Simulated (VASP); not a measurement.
Here is a VASP 6.6.1 calculation.

POSCAR

```
AlGaN2
1.0
    3.0757558967      0.0000000000      0.0000000000
    0.0000000000      3.0757558967      0.0000000000
    0.0000000000      0.0000000000      4.4754250206
Al Ga N
1 1 2
Direct
    0.5000000000      0.5000000000      0.5000000000
    0.0000000000      0.0000000000      0.0000000000
    0.5000000000      0.0000000000      0.7390831718
    0.0000000000      0.5000000000      0.2609168282
```

The input INCAR.step1:

```
SYSTEM = AlGaN2
PREC = Accurate ; ENCUT = 1460
ISMEAR = 0 ; SIGMA = 0.02
LREAL = .False. ; LASPH = .True.
NELM = 120 ; NBANDS = 21
GGA = PE ; ALGO = Normal
EDIFF = 1E-5 ; LWAVE = .True.
LCHARG = .False. ; GGA_COMPAT = .False.
```

File INCAR.step2:

```
SYSTEM = AlGaN2
PREC = Accurate ; ENCUT = 1460
EDIFF = 1E-6 ; ISMEAR = 0
SIGMA = 0.02 ; LREAL = .False.
LASPH = .True. ; NELM = 120
ALGO = Normal ; ISIF = 2
LWAVE = .False. ; LCHARG = .False.
METAGGA = R2SCAN ; LMIXTAU = .True.
NBANDS = 21 ; ISTART = 1
GGA_COMPAT = .False.
```

KPOINTS

```
regular mesh
0
Gamma
  8 8 6
  0 0 0
```

Potentials or basis: VASP PAW PBE potentials, release 64 (Al, Ga_d, N_h).

Run with:

```console
$ cat potpaw_PBE.64/Al/POTCAR potpaw_PBE.64/Ga_d/POTCAR potpaw_PBE.64/N_h/POTCAR > POTCAR
$ cp INCAR.step1 INCAR
$ mpirun -np 1 vasp_std > vasp.out
$ cp INCAR.step2 INCAR
$ mpirun -np 1 vasp_std > vasp.out
```

Q: Estimate the band gap on the k mesh.

A: 3.54 eV.

Q: Estimate the largest force.

A: 0.047 eV/Å.

Stress tensor (GPa, compression positive):
```
8.00 0.00 0.00
0.00 8.00 0.00
0.00 0.00 3.28
```

Caveat: the cell differs from its parent crystal (biaxial strain in the a-b plane: -2.0 %); the cell stands under pressure; the PAW data sets were made with another functional, which shifts forces and pressure a little. A k mesh can miss the band edges.
